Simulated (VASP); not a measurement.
# CaH2Pt (P6/mmm) in VASP: notebook

The runs below take CaH2Pt through single point, relaxation of cell and atoms, with PBE.

Program: VASP 6.6.1. These are calculated values, not measurements. Logs are shortened: lines on timing, memory, paths and dates and some standing lists are left out, and cuts for length are marked.

**1. The cell of the first run**

It takes space group P6/mmm (No. 191, hexagonal). The conventional cell has a = 3.569 Å, b = 3.569 Å, c = 5.936 Å, α = 90.00°, β = 90.00°, γ = 120.00°. Ca (site symmetry 6/mmm) has 6 H at 2.06 Å within 2.7 Å. Within 2.7 Å of H (site symmetry -6m2) lie 3 H at 2.06 Å and 3 Ca at 2.06 Å. Within 3.9 Å of Pt (site symmetry 6/mmm) lie 2 Ca at 2.97 Å and 6 Pt at 3.57 Å and 12 H at 3.61 Å.

The cell was built from a structure type or drawn by symmetry, and may not be a known phase.

**2. Single point, PBE**

Contents of INCAR:

```
  PREC = Accurate
  ENCUT = 520
  EDIFF = 1E-6
  ISMEAR = 0
  SIGMA = 0.1
  LREAL = F
  LASPH = T
  NELM = 100
  ALGO = Normal
  ISIF = 2
  LWAVE = F
  LCHARG = T
  GGA = PE
  LELF = T
  LVHAR = T
  NBANDS = 19
```

Contents of KPOINTS:

```
Automatic mesh
0
Gamma
  6 6 4
```

Contents of POSCAR:

```
CaH2Pt
1.0
    3.5685231471      0.0000000000      0.0000000000
   -1.7842615736      3.0904316994      0.0000000000
    0.0000000000      0.0000000000      5.9359967470
Ca H Pt
1 2 1
Direct
    0.0000000000      0.0000000000      0.0000000000
    0.3333333333      0.6666666667      0.0000000000
    0.6666666667      0.3333333333      0.0000000000
    0.0000000000      0.0000000000      0.5000000000
```

Potentials or basis: VASP PAW PBE potentials, release 64 (Ca_sv, H, Pt).

Run with:

```
cat potpaw_PBE.64/Ca_sv/POTCAR potpaw_PBE.64/H/POTCAR potpaw_PBE.64/Pt/POTCAR > POTCAR
mpirun -np 1 vasp_std > vasp.out
```

OUTCAR:

```text
PREC = Accurate
   ENCUT = 520
   EDIFF = 1E-6
   ISMEAR = 0
   LREAL = F
   LASPH = T
   NELM = 100
   ISIF = 2
   GGA = PE

 ion  position               nearest neighbor table
   1  0.000  0.000  0.000-   4 2.97   4 2.97
   2  0.333  0.667  0.000-
   3  0.667  0.333  0.000-
   4  0.000  0.000  0.500-   1 2.97   1 2.97

  LATTYP: Found a hexagonal cell.
 ALAT       =     3.5685231471
 C/A-ratio  =     1.6634323226

  Lattice vectors:

 A1 = (   3.5685231471,   0.0000000000,   0.0000000000)
 A2 = (  -1.7842615736,   3.0904316994,   0.0000000000)
 A3 = (   0.0000000000,   0.0000000000,   5.9359967470)

Analysis of symmetry for initial positions (statically):
=====================================================================
 Subroutine PRICEL returns:
 Original cell was already a primitive cell.

 Routine SETGRP: Setting up the symmetry group for a
 hexagonal supercell.

 Subroutine GETGRP returns: Found 24 space group operations
 (whereof 24 operations were pure point group operations)
 out of a pool of 24 trial point group operations.

The static configuration has the point symmetry D_6h.

Analysis of symmetry for dynamics (positions and initial velocities):
=====================================================================
 Subroutine PRICEL returns:
 Original cell was already a primitive cell.

 Routine SETGRP: Setting up the symmetry group for a
 hexagonal supercell.

 Subroutine GETGRP returns: Found 24 space group operations
 (whereof 24 operations were pure point group operations)
 out of a pool of 24 trial point group operations.

The dynamic configuration has the point symmetry D_6h.

 Subroutine INISYM returns: Found 24 space group operations
 (whereof 24 operations are pure point group operations),
 and found     1 'primitive' translations

----------------------------------------------------------------------------------------

                                     Primitive cell

  volume of cell :      65.4638

  direct lattice vectors                    reciprocal lattice vectors
     3.568523147  0.000000000  0.000000000     0.280227971  0.161789694  0.000000000
    -1.784261574  3.090431699  0.000000000     0.000000000  0.323579389  0.000000000
     0.000000000  0.000000000  5.935996747     0.000000000  0.000000000  0.168463704

  length of vectors
     3.568523147  3.568523147  5.935996747     0.323579389  0.323579389  0.168463704

  position of ions in fractional coordinates (direct lattice)
     0.000000000  0.000000000  0.000000000
     0.333333333  0.666666667  0.000000000
     0.666666667  0.333333333  0.000000000
     0.000000000  0.000000000  0.500000000

  ion indices of the primitive-cell ions
   primitive index   ion index
                 1           1
                 2           2
                 3           3
                 4           4

----------------------------------------------------------------------------------------

 KPOINTS: Automatic mesh

Automatic generation of k-mesh.
 Grid dimensions read from file:
 generate k-points for:    6    6    4

 Generating k-lattice:

  Cartesian coordinates                     Fractional coordinates (reciprocal lattice)
     0.046704662  0.026964949  0.000000000     0.166666667  0.000000000  0.000000000
     0.000000000  0.053929898  0.000000000     0.000000000  0.166666667  0.000000000
     0.000000000  0.000000000  0.042115926     0.000000000  0.000000000  0.250000000

  Length of vectors
     0.053929898  0.053929898  0.042115926

  Shift w.r.t. Gamma in fractional coordinates (k-lattice)
     0.000000000  0.000000000  0.000000000

 Subroutine IBZKPT returns following result:
 ===========================================

 Found     21 irreducible k-points:

 Following reciprocal coordinates:
            Coordinates               Weight
  0.000000  0.000000  0.000000      1.000000
  0.166667 -0.000000  0.000000      6.000000
  0.333333  0.000000  0.000000      6.000000
  0.500000  0.000000  0.000000      3.000000
  0.166667  0.166667  0.000000      6.000000
  0.333333  0.166667  0.000000     12.000000
[... 13 lines left out ...]
  0.333333  0.166667  0.500000     12.000000
  0.333333  0.333333  0.500000      2.000000
   k-points           NKPTS =     21   k-points in BZ     NKDIM =     21   number of bands    NBANDS=     19
   number of dos      NEDOS =    301   number of ions     NIONS =      4
   total plane-waves  NPLWV =  37632
   dimension x,y,z NGX =    28 NGY =   28 NGZ =   48
   dimension x,y,z NGXF=    56 NGYF=   56 NGZF=   96
   ions per type =               1   2   1
   NGX,Y,Z   is equivalent  to a cutoff of  13.04, 13.04, 13.44 a.u.
   NGXF,Y,Z  is equivalent  to a cutoff of  26.09, 26.09, 26.89 a.u.
 SYSTEM =  unknown system
   PREC   = accura    normal or accurate (medium, high low for compatibility)
   ISTART =      0    job   : 0-new  1-cont  2-samecut
   ICHARG =      2    charge: 1-file 2-atom 10-const
   ISPIN  =      1    spin polarized calculation?
   LNONCOLLINEAR =      F non collinear calculations
   LSORBIT =      F    spin-orbit coupling
   LASPH  =      T    aspherical Exc in radial PAW
   ENCUT  =  520.0 eV  38.22 Ry    6.18 a.u.   6.64  6.64 11.04*2*pi/ulx,y,z
   NELM   =    100;   NELMIN=  2; NELMDL= -5     # of ELM steps
   EDIFF  = 0.1E-05   stopping-criterion for ELM
   LREAL  =      F    real-space projection
   EDIFFG = 0.1E-04   stopping-criterion for IOM
   NSW    =      0    number of steps for IOM
   IBRION =     -1    ionic relax: 0-MD 1-quasi-New 2-CG
   NFREE  =      0    steps in history (QN), initial steepest desc. (CG)
   ISIF   =      2    stress and relaxation
   ISYM   =      2    0-nonsym 1-usesym 2-fastsym
   POTIM  = 0.5000    time-step for ionic-motion
   TEBEG  =    0.0;   TEEND  =   0.0 temperature during run
   PSTRESS=    0.0 pullay stress
   NELECT =      22.0000    total number of electrons
   NUPDOWN=      -1.0000    fix difference up-down
   EMIN   =  10.00;   EMAX   =-10.00  energy-range for DOS
   EFERMI =   0.00;   METHOD = LEGACY
   ISMEAR =     0;   SIGMA  =   0.10  broadening in eV -4-tet -1-fermi 0-gaus
   EFERMI_NEDOS =   21; number of points for ismear=-14 and -15
   IALGO  =     38    algorithm
   IMIX   =      4    mixing-type and parameters
     AMIX     =   0.40;   BMIX     =  1.00
     AMIX_MAG =   1.60;   BMIX_MAG =  1.00
  volume/ion in A,a.u.               =      16.37       110.44
  Fermi-wavevector in a.u.,A,eV,Ry     =   1.138191  2.150870 17.626070  1.295480
  Thomas-Fermi vector in A             =   2.274896
   LORBIT       =      0    0 simple, 1 ext, 2 COOP (PROOUT), +10 PAW based schemes
   GGA     = PE    functional components
   LHFCALC =     F    Hartree Fock is set to
   AEXX    =    0.0000 exact exchange contribution
   IVDW    =     0    specifies the selected vdW correction
   LEPSILON=     F    determine dielectric tensor
   LRPA    =     F    only Hartree local field effects (RPA)
 non-spin polarized calculation
 Gauss-broadening in eV      SIGMA  =   0.10
  energy-cutoff  :      520.00
  volume of cell :       65.46
 maximum number of plane-waves:      1798
 NGX is ok and might be reduce to    28
   NGX = 13   NGY = 13   NGZ = 23

 number of electron      22.0000003 magnetization

 Free energy of the ion-electron system (eV)
  ---------------------------------------------------
  ext. energy  EPLUGINS =         0.00000000
  ---------------------------------------------------
  free energy    TOTEN  =       -12.58897342 eV

  energy without entropy =      -12.56300034  energy(sigma->0) =      -12.57598688

 E-fermi :   1.1498     XC(G=0):  -9.2074

 val. band max:        1.1467878950   @ k =   0.3333   0.0000   0.2500
 cond. band min:       1.1515306307   @ k =   0.1667   0.1667   0.0000
 fundamental gap:      0.0047427357
 Fermi energy:         1.1498341316

 k-point     1 :       0.0000    0.0000    0.0000
  band No.  band energies     occupation
      1     -36.9270      2.00000
      2     -18.1202      2.00000
      3     -17.8239      2.00000
      4     -17.8239      2.00000
      5      -3.9888      2.00000
      6      -1.3298      2.00000
[... 11 lines left out ...]
     18       9.9107      0.00000
     19      14.5900      0.00000

 k-point     2 :       0.1667   -0.0000    0.0000
  band No.  band energies     occupation
      1     -36.9162      2.00000
      2     -18.1087      2.00000
      3     -17.9385      2.00000
      4     -17.8438      2.00000
      5      -3.4494      2.00000
      6      -0.8255      2.00000
[... 11 lines left out ...]
     18       9.8529      0.00000
     19      11.6421      0.00000

 k-point     3 :       0.3333    0.0000    0.0000
  band No.  band energies     occupation
      1     -36.8945      2.00000
      2     -18.1574      2.00000
      3     -18.0856      2.00000
      4     -17.8834      2.00000
      5      -2.1332      2.00000
      6      -0.3440      2.00000
[... 11 lines left out ...]
     18       9.9737      0.00000
     19      11.6709      0.00000

 k-point     4 :       0.5000    0.0000    0.0000
  band No.  band energies     occupation
      1     -36.8836      2.00000
      2     -18.2624      2.00000
      3     -18.0740      2.00000
      4     -17.9030      2.00000
      5      -1.1184      2.00000
      6      -0.4172      2.00000
[... 341 lines left out ...]
     18      11.0207      0.00000
     19      11.4761      0.00000

 k-point    20 :       0.3333    0.1667    0.5000
  band No.  band energies     occupation
      1     -36.8832      2.00000
      2     -18.2040      2.00000
      3     -18.0875      2.00000
      4     -17.9660      2.00000
      5      -1.1118      2.00000
      6      -0.2068      2.00000
[... 11 lines left out ...]
     18       9.7539      0.00000
     19      10.6523      0.00000

 k-point    21 :       0.3333    0.3333    0.5000
  band No.  band energies     occupation
      1     -36.8778      2.00000
      2     -18.1180      2.00000
      3     -18.1180      2.00000
      4     -18.0815      2.00000
      5      -0.5449      2.00000
      6      -0.5449      2.00000
[... 11 lines left out ...]
     18       8.7989      0.00000
     19      10.5365      0.00000

------------------------ aborting loop because EDIFF is reached ----------------------------------------

  FORCE on cell =-STRESS in cart. coord.  units (eV):
  Direction    XX          YY          ZZ          XY          YZ          ZX
  --------------------------------------------------------------------------------------
  -------------------------------------------------------------------------------------
  Total        0.0773161      0.0773161      0.0157265     -0.0000000      0.0000000      0.0000000
  in kB        1.8922541      1.8922541      0.3848950     -0.0000000      0.0000000      0.0000000
  external PRESSURE =       1.3898011 kB  Pullay stress =       0.0000000 kB

 VOLUME and BASIS-vectors are now :
 -----------------------------------------------------------------------------
  energy-cutoff  :      520.00
  volume of cell :       65.46
      direct lattice vectors                 reciprocal lattice vectors
     3.568523147  0.000000000  0.000000000     0.280227971  0.161789694  0.000000000
    -1.784261574  3.090431699  0.000000000     0.000000000  0.323579389  0.000000000
     0.000000000  0.000000000  5.935996747     0.000000000  0.000000000  0.168463704

 POSITION                                       TOTAL-FORCE (eV/Angst)
 -----------------------------------------------------------------------------------
      0.00000      0.00000      0.00000        -0.000000      0.000000      0.000000
     -0.00000      2.06029      0.00000        -0.000000     -0.000000      0.000000
      1.78426      1.03014      0.00000         0.000000      0.000000      0.000000
      0.00000      0.00000      2.96800        -0.000000      0.000000      0.000000
 -----------------------------------------------------------------------------------
    total drift:                               -0.000000      0.000000      0.000000

  FREE ENERGIE OF THE ION-ELECTRON SYSTEM (eV)
  ---------------------------------------------------
  free  energy   TOTEN  =       -12.5889734211 eV

  energy  without entropy=      -12.5630003403  energy(sigma->0) =      -12.57598688
```

It took 20 s on 1 thread of Intel Xeon 6975P-C (Granite Rapids), shared host; peak memory 0.2 GiB.

Results:

```yaml
Free_energy: -12.5890 eV
Pressure: 0.1 GPa
Band_gap_on_the_k_mesh: zero (bands 11 and 12 overlap by 0.27 eV)
```

Stress tensor (GPa, compression positive):
```
0.19 0.00 0.00
0.00 0.19 0.00
0.00 0.00 0.04
```

Caveat: spin-orbit coupling is left out, which moves the levels of the heavy elements.

**3. Relaxation of cell and atoms, PBE**

This run uses another cell than the first one, of 21.36 Å³/atom.

Contents of INCAR:

```
  ALGO = Normal
  EDIFF = 1E-7
  EDIFFG = -0.04
  ENCUT = 600
  GGA = PE
  IBRION = 2
  ISIF = 3
  ISMEAR = 0
  LASPH = True
  LCHARG = False
  LREAL = False
  LWAVE = False
  NELM = 100
  NSW = 90
  PREC = Accurate
  SIGMA = 0.1
```

Contents of KPOINTS:

```
k-points
0
Gamma
  6 6 4
```

Contents of POSCAR:

```
CaH2Pt
1.0
    4.2680513200      0.0000000000      0.0000000000
   -2.1340256600      3.6962408700      0.0000000000
    0.0000000000      0.0000000000      5.4166906100
Ca H Pt
1 2 1
Direct
    0.0000000000      0.0000000000      0.0000000000
    0.3333333300      0.6666666700      0.0000000000
    0.6666666700      0.3333333300      0.0000000000
    0.0000000000      0.0000000000      0.5000000000
```

Potentials or basis: VASP PAW PBE potentials, release 64 (Ca_sv, H, Pt).

Run with:

```
cat potpaw_PBE.64/Ca_sv/POTCAR potpaw_PBE.64/H/POTCAR potpaw_PBE.64/Pt/POTCAR > POTCAR
mpirun -np 1 vasp_std > vasp.out
```

Wall time 2.2 min (1 thread of Intel Xeon 6975P-C (Granite Rapids), shared host); peak memory 0.26 GiB.

The run converged. Its results:

| Property | Result |
| --- | --- |
| Free energy | -12.5900 eV |
| Relaxed volume | 16.56 Å³/atom |
| Relaxed cell | a = 3.578 Å, b = 3.578 Å, c = 5.975 Å, α = 90.00°, β = 90.00°, γ = 120.00° |
| Space group after relaxing (to 0.1 Å) | P6/mmm (No. 191) |
| Energy gained by relaxing | 262.3 meV/atom |
| Ionic steps | 6 |
| Pressure after relaxing | -0.2 GPa |
| Band gap on the k mesh | zero (bands 11 and 12 overlap by 0.27 eV) |

Stress tensor (GPa, compression positive):
```
-0.12  0.00  0.00
 0.00 -0.12  0.00
 0.00  0.00 -0.38
```

Step by step:
```csv
step,energy change (eV),largest force (eV/Å),pressure (GPa),volume (Å³)
1,0.0000,0.0000,-3.62,85.45
2,-0.4852,0.0000,-3.91,79.42
3,-0.9011,0.0000,4.59,61.04
4,-1.0194,0.0000,-1.68,68.84
5,-1.0479,0.0000,-0.51,66.71
6,-1.0491,0.0000,-0.21,66.22
```

Final structure:
```
Ca H Pt
1.0
     3.57751    0.00000    0.00000
    -1.78876    3.09822    0.00000
     0.00000    0.00000    5.97462
Ca H Pt
1 2 1
Direct
  0.00000 0.00000 0.00000
  0.33333 0.66667 0.00000
  0.66667 0.33333 0.00000
  0.00000 0.00000 0.50000
```

Levels at points of the mesh, in eV from the Fermi level:
```csv
k point,band 8,band 9,band 10,band 11,band 12,band 13,band 14,band 15
"(0.00, 0.00, 0.00)",-0.79,-0.79,-0.17,-0.17,2.40,2.95,5.22,5.22
"(0.50, 0.00, 0.00)",-1.17,-0.84,-0.35,0.16,1.93,3.31,4.73,6.07
"(0.00, 0.00, 0.50)",-0.79,-0.79,-0.13,-0.13,2.70,2.96,5.19,5.19
"(0.50, 0.00, 0.50)",-0.50,-0.42,-0.30,0.16,1.85,2.08,4.41,6.30
```

Caveat: the volume moved by over 15 % at a fixed basis, so the end points are rough; spin-orbit coupling is left out, which moves the levels of the heavy elements.
